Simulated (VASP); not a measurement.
# Cd (P-1) in VASP: single point with r2SCAN

Aim: the single point of Cd with r2SCAN.

Program: VASP 6.6.1. These are calculated values, not measurements. Logs are shortened: lines on timing, memory, paths and dates and some standing lists are left out, and cuts for length are marked.

### 1 The cell of the first run

The typed cell holds 2 atoms: a = 2.931 Å, b = 2.928 Å, c = 6.080 Å, α = 91.18°, β = 88.59°, γ = 120.12°.

### 2 Single point, r2SCAN

POSCAR reads:

```
Cd
1.0
    2.9305202390     -0.0023649396      0.0379054141
   -1.4673082173      2.5340800994     -0.0315985638
    0.0714832636     -0.0275372619      6.0798404210
Cd
2
Direct
    0.3428890748      0.6675896909      0.2578217292
    0.6767983852      0.3324441391      0.7577608708
```

INCAR.step1 reads:

```
PREC = Accurate ; ENCUT = 520
ISMEAR = -1 ; SIGMA = 0.05
LREAL = F ; LASPH = T
NELM = 80 ; NBANDS = 19
GGA = PE ; ALGO = Normal
EDIFF = 1E-4 ; LWAVE = T
LCHARG = F
```

INCAR.step2 reads:

```
PREC = Accurate ; ENCUT = 520
EDIFF = 1E-6 ; ISMEAR = -1
SIGMA = 0.05 ; LREAL = F
LASPH = T ; NELM = 80
ALGO = Normal ; ISIF = 2
LWAVE = F ; LCHARG = T
METAGGA = R2SCAN ; LMIXTAU = T
LELF = T ; LVHAR = T
NBANDS = 19 ; ISTART = 1
```

KPOINTS reads:

```
regular mesh
0
Gamma
  9 9 4
```

Potentials or basis: VASP PAW PBE potentials, release 64 (Cd).

Run with:

```sh
> cat potpaw_PBE.64/Cd/POTCAR > POTCAR
> cp INCAR.step1 INCAR
> mpirun -np 1 vasp_std > vasp.out
> cp INCAR.step2 INCAR
> mpirun -np 1 vasp_std > vasp.out
```

OUTCAR:

```text
PREC = Accurate
   ENCUT = 520
   EDIFF = 1E-6
   ISMEAR = -1
   LREAL = F
   LASPH = T
   NELM = 80
   ISIF = 2
   METAGGA = R2SCAN
   ISTART = 1

 ion  position               nearest neighbor table
   1  0.343  0.668  0.258-   2 3.44   2 3.45   2 3.46   2 3.49   2 3.50   2 3.52
   2  0.677  0.332  0.758-   1 3.44   1 3.45   1 3.46   1 3.49   1 3.50   1 3.52

  LATTYP: Found a triclinic cell.
 ALAT       =     2.9284046551
 B/A-ratio  =     2.6700384215
 C/A-ratio  =     0.9985446339
 COS(alpha) =     0.0025973819
 COS(beta)  =     0.4984643441
 COS(gamma) =     0.5466176928

  Lattice vectors:

 A1 = (  -1.4673082173,   2.5340800994,  -0.0315985638)
 A2 = (  -4.3263451927,   2.5089077771,   6.0103364431)
 A3 = (   1.4632120217,   2.5317151598,   0.0063068503)

Analysis of symmetry for initial positions (statically):
=====================================================================
 Subroutine PRICEL returns:
 Original cell was already a primitive cell.

 Routine SETGRP: Setting up the symmetry group for a
 triclinic supercell.

 Subroutine GETGRP returns: Found  2 space group operations
 (whereof  1 operations were pure point group operations)
 out of a pool of  2 trial point group operations.

The static configuration has the point symmetry C_1 .
 The point group associated with its full space group is S_2 .

Analysis of symmetry for dynamics (positions and initial velocities):
=====================================================================
 Subroutine PRICEL returns:
 Original cell was already a primitive cell.

 Routine SETGRP: Setting up the symmetry group for a
 triclinic supercell.

 Subroutine GETGRP returns: Found  2 space group operations
 (whereof  1 operations were pure point group operations)
 out of a pool of  2 trial point group operations.

The dynamic configuration has the point symmetry C_1 .
 The point group associated with its full space group is S_2 .

 Subroutine INISYM returns: Found  2 space group operations
 (whereof  1 operations are pure point group operations),
 and found     1 'primitive' translations

----------------------------------------------------------------------------------------

                                     Primitive cell

  volume of cell :      45.1210

  direct lattice vectors                    reciprocal lattice vectors
     2.930520239 -0.002364940  0.037905414     0.341436200  0.197662884 -0.003119141
    -1.467308217  2.534080099 -0.031598564     0.000295531  0.394813893  0.001784746
     0.071483264 -0.027537262  6.079840421    -0.002127184  0.000819604  0.164506724

  length of vectors
     2.930766331  2.928404655  6.080322993     0.394536466  0.394818038  0.164522518

  position of ions in fractional coordinates (direct lattice)
     0.342889075  0.667589691  0.257821729
     0.676798385  0.332444139  0.757760871

  ion indices of the primitive-cell ions
   primitive index   ion index
                 1           1
                 2           2

----------------------------------------------------------------------------------------

 KPOINTS: regular mesh

Automatic generation of k-mesh.
 Grid dimensions read from file:
 generate k-points for:    9    9    4

 Generating k-lattice:

  Cartesian coordinates                     Fractional coordinates (reciprocal lattice)
     0.037937356  0.021962543 -0.000346571     0.111111111 -0.000000000 -0.000000000
     0.000032837  0.043868210  0.000198305    -0.000000000  0.111111111 -0.000000000
    -0.000531796  0.000204901  0.041126681    -0.000000000  0.000000000  0.250000000

  Length of vectors
     0.043837385  0.043868671  0.041130629

  Shift w.r.t. Gamma in fractional coordinates (k-lattice)
     0.000000000  0.000000000  0.000000000

 Subroutine IBZKPT returns following result:
 ===========================================

 Found    163 irreducible k-points:

 Following reciprocal coordinates:
            Coordinates               Weight
  0.000000  0.000000  0.000000      1.000000
  0.111111  0.000000  0.000000      2.000000
  0.222222  0.000000  0.000000      2.000000
  0.333333  0.000000 -0.000000      2.000000
  0.444444  0.000000  0.000000      2.000000
  0.000000  0.111111  0.000000      2.000000
[... 16 lines left out ...]
 -0.111111  0.222222 -0.000000      2.000000
 -0.000000  0.333333  0.000000      2.000000
 [... further k-points ...]
   k-points           NKPTS =    163   k-points in BZ     NKDIM =    163   number of bands    NBANDS=     19
   number of dos      NEDOS =    301   number of ions     NIONS =      2
   total plane-waves  NPLWV =  27648
   dimension x,y,z NGX =    24 NGY =   24 NGZ =   48
   dimension x,y,z NGXF=    48 NGYF=   48 NGZF=   96
   ions per type =               2
   NGX,Y,Z   is equivalent  to a cutoff of  13.61, 13.62, 13.12 a.u.
   NGXF,Y,Z  is equivalent  to a cutoff of  27.23, 27.25, 26.25 a.u.
 SYSTEM =  unknown system
   PREC   = accura    normal or accurate (medium, high low for compatibility)
   ISTART =      1    job   : 0-new  1-cont  2-samecut
   ICHARG =      0    charge: 1-file 2-atom 10-const
   ISPIN  =      1    spin polarized calculation?
   LNONCOLLINEAR =      F non collinear calculations
   LSORBIT =      F    spin-orbit coupling
   LASPH  =      T    aspherical Exc in radial PAW
   ENCUT  =  520.0 eV  38.22 Ry    6.18 a.u.   5.45  5.44 11.31*2*pi/ulx,y,z
   NELM   =     80;   NELMIN=  2; NELMDL=  0     # of ELM steps
   EDIFF  = 0.1E-05   stopping-criterion for ELM
   LREAL  =      F    real-space projection
   EDIFFG = 0.1E-04   stopping-criterion for IOM
   NSW    =      0    number of steps for IOM
   IBRION =     -1    ionic relax: 0-MD 1-quasi-New 2-CG
   NFREE  =      0    steps in history (QN), initial steepest desc. (CG)
   ISIF   =      2    stress and relaxation
   ISYM   =      2    0-nonsym 1-usesym 2-fastsym
   POTIM  = 0.5000    time-step for ionic-motion
   TEBEG  =    0.0;   TEEND  =   0.0 temperature during run
   PSTRESS=    0.0 pullay stress
   NELECT =      24.0000    total number of electrons
   NUPDOWN=      -1.0000    fix difference up-down
   EMIN   =  10.00;   EMAX   =-10.00  energy-range for DOS
   EFERMI =   0.00;   METHOD = LEGACY
   ISMEAR =    -1;   SIGMA  =   0.05  broadening in eV -4-tet -1-fermi 0-gaus
   EFERMI_NEDOS =   21; number of points for ismear=-14 and -15
   IALGO  =     38    algorithm
   IMIX   =      4    mixing-type and parameters
     AMIX     =   0.40;   BMIX     =  1.00
     AMIX_MAG =   1.60;   BMIX_MAG =  1.00
  volume/ion in A,a.u.               =      22.56       152.25
  Fermi-wavevector in a.u.,A,eV,Ry     =   1.326434  2.506598 23.938473  1.759428
  Thomas-Fermi vector in A             =   2.455821
   LORBIT       =      0    0 simple, 1 ext, 2 COOP (PROOUT), +10 PAW based schemes
   METAGGA = R2SCAN    functional components
   LHFCALC =     F    Hartree Fock is set to
   AEXX    =    0.0000 exact exchange contribution
   IVDW    =     0    specifies the selected vdW correction
   LEPSILON=     F    determine dielectric tensor
   LRPA    =     F    only Hartree local field effects (RPA)
 non-spin polarized calculation
  energy-cutoff  :      520.00
  volume of cell :       45.12
 maximum number of plane-waves:      1253
 NGX is ok and might be reduce to    24
   NGX = 11   NGY = 11   NGZ = 23

 number of electron      23.9999998 magnetization

 Free energy of the ion-electron system (eV)
  ---------------------------------------------------
  ext. energy  EPLUGINS =         0.00000000
  ---------------------------------------------------
  free energy    TOTEN  =       -40.20914964 eV

  energy without entropy =      -40.20557887  energy(sigma->0) =      -40.20736426

 E-fermi :   2.7802     XC(G=0): -11.4990

 val. band max:        2.7741739988   @ k =   0.4444   0.3333   0.2500
 cond. band min:       2.7884020319   @ k =   0.4444   0.2222   0.2500
 fundamental gap:      0.0142280330
 Fermi energy:         2.7802167995

 k-point     1 :       0.0000    0.0000    0.0000
  band No.  band energies     occupation
      1      -7.7607      2.00000
      2      -7.6181      2.00000
      3      -7.0630      2.00000
      4      -7.0466      2.00000
      5      -7.0361      2.00000
      6      -7.0188      2.00000
[... 11 lines left out ...]
     18      19.5050      0.00000
     19      19.5445      0.00000

 k-point     2 :       0.1111    0.0000    0.0000
  band No.  band energies     occupation
      1      -7.6205      2.00000
      2      -7.4822      2.00000
      3      -7.1068      2.00000
      4      -7.0708      2.00000
      5      -6.9294      2.00000
      6      -6.9042      2.00000
[... 11 lines left out ...]
     18      17.9227      0.00000
     19      19.3312      0.00000

 k-point     3 :       0.2222    0.0000    0.0000
  band No.  band energies     occupation
      1      -7.5480      2.00000
      2      -7.4142      2.00000
      3      -7.0616      2.00000
      4      -6.9227      2.00000
      5      -6.8576      2.00000
      6      -6.6775      2.00000
[... 11 lines left out ...]
     18      15.7904      0.00000
     19      16.4471      0.00000

 k-point     4 :       0.3333    0.0000   -0.0000
  band No.  band energies     occupation
      1      -7.7406      2.00000
      2      -7.6192      2.00000
      3      -7.2019      2.00000
      4      -6.9227      2.00000
      5      -6.7869      2.00000
      6      -6.5942      2.00000
[... 11 lines left out ...]
     18      15.1075      0.00000
     19      16.7759      0.00000

 k-point     5 :       0.4444    0.0000    0.0000
  band No.  band energies     occupation
      1      -7.8865      2.00000
      2      -7.7682      2.00000
      3      -7.3956      2.00000
      4      -7.0738      2.00000
      5      -6.6542      2.00000
      6      -6.6093      2.00000
[... 11 lines left out ...]
     18      16.1080      0.00000
     19      16.6398      0.00000

 k-point     6 :       0.0000    0.1111    0.0000
  band No.  band energies     occupation
      1      -7.6193      2.00000
      2      -7.4812      2.00000
      3      -7.1027      2.00000
      4      -7.0667      2.00000
      5      -6.9341      2.00000
      6      -6.9090      2.00000
[... 11 lines left out ...]
     18      17.9146      0.00000
     19      19.4297      0.00000

 k-point     7 :       0.1111    0.1111    0.0000
  band No.  band energies     occupation
      1      -7.4125      2.00000
      2      -7.3099      2.00000
      3      -7.1825      2.00000
      4      -7.1555      2.00000
      5      -6.7223      2.00000
      6      -6.7098      2.00000
[... 11 lines left out ...]
     18      17.0199      0.00000
     19      17.6265      0.00000

 k-point     8 :       0.2222    0.1111    0.0000
  band No.  band energies     occupation
      1      -7.4974      2.00000
      2      -7.3723      2.00000
      3      -7.0567      2.00000
      4      -7.0187      2.00000
      5      -6.8802      2.00000
      6      -6.8520      2.00000
[... 256 lines left out ...]
 k-point    20 :      -0.4444    0.2222   -0.0000
  band No.  band energies     occupation
      1      -7.3355      2.00000
      2      -7.2851      2.00000
      3      -7.1992      2.00000
      4      -6.9811      2.00000
      5      -6.9358      2.00000
      6      -6.8310      2.00000
[... 11 lines left out ...]
     18      12.1693      0.00000
     19      13.1824      0.00000

 k-point    21 :      -0.3333    0.2222   -0.0000
  band No.  band energies     occupation
      1      -7.5030      2.00000
      2      -7.3772      2.00000
      3      -7.0532      2.00000
      4      -7.0219      2.00000
      5      -6.8817      2.00000
      6      -6.8463      2.00000
[... 11 lines left out ...]
     18      14.7359      0.00000
     19      15.3450      0.00000

 k-point    22 :      -0.2222    0.2222   -0.0000
  band No.  band energies     occupation
      1      -7.5559      2.00000
      2      -7.4213      2.00000
      3      -7.0627      2.00000
      4      -6.9230      2.00000
      5      -6.8573      2.00000
      6      -6.6757      2.00000
[... 11 lines left out ...]
     18      15.7662      0.00000
     19      16.4822      0.00000

 k-point    23 :      -0.1111    0.2222   -0.0000
  band No.  band energies     occupation
      1      -7.4152      2.00000
      2      -7.3120      2.00000
      3      -7.1873      2.00000
      4      -7.1609      2.00000
      5      -6.7215      2.00000
      6      -6.7063      2.00000
[... 11 lines left out ...]
     18      16.9611      0.00000
     19      17.6041      0.00000

 k-point    24 :      -0.0000    0.3333    0.0000
  band No.  band energies     occupation
      1      -7.7374      2.00000
      2      -7.6165      2.00000
      3      -7.2018      2.00000
      4      -6.9235      2.00000
      5      -6.7866      2.00000
      6      -6.5950      2.00000
[... 11 lines left out ...]
     18      15.1325      0.00000
     19      16.7535      0.00000

 [... further k-points ...]
[... 5 lines left out ...]
  --------------------------------------------------------------------------------------
  -------------------------------------------------------------------------------------
  Total        0.1312692      0.1322820      0.0379159     -0.0000014     -0.0016836      0.0015795
  in kB        4.6611709      4.6971341      1.3463371     -0.0000507     -0.0597834      0.0560840
  external PRESSURE =       3.5682140 kB  Pullay stress =       0.0000000 kB

 VOLUME and BASIS-vectors are now :
 -----------------------------------------------------------------------------
  energy-cutoff  :      520.00
  volume of cell :       45.12
      direct lattice vectors                 reciprocal lattice vectors
     2.930520239 -0.002364940  0.037905414     0.341436200  0.197662884 -0.003119141
    -1.467308217  2.534080099 -0.031598564     0.000295531  0.394813893  0.001784746
     0.071483264 -0.027537262  6.079840421    -0.002127184  0.000819604  0.164506724

 POSITION                                       TOTAL-FORCE (eV/Angst)
 -----------------------------------------------------------------------------------
      0.04371      1.68382      1.55942         0.000007     -0.000203     -0.001144
      1.54974      0.81997      4.62221        -0.000007      0.000203      0.001144
 -----------------------------------------------------------------------------------
    total drift:                                0.000019      0.000007     -0.000020

  FREE ENERGIE OF THE ION-ELECTRON SYSTEM (eV)
  ---------------------------------------------------
  free  energy   TOTEN  =       -40.2091496413 eV

  energy  without entropy=      -40.2055788709  energy(sigma->0) =      -40.20736426
```

Wall time 7.1 min (1 thread of Intel Xeon 8259CL, shared host); peak memory 0.25 GiB.

What came out:

```
Free energy            : -40.2091 eV
Pressure               : 0.4 GPa
Band gap on the k mesh : zero (bands 12 and 13 overlap by 4.67 eV)
```

Stress tensor (GPa, compression positive):
```
 0.47  0.00  0.01
 0.00  0.47 -0.01
 0.01 -0.01  0.13
```

Caveat: the PAW data sets were made with another functional, which shifts forces and pressure a little.
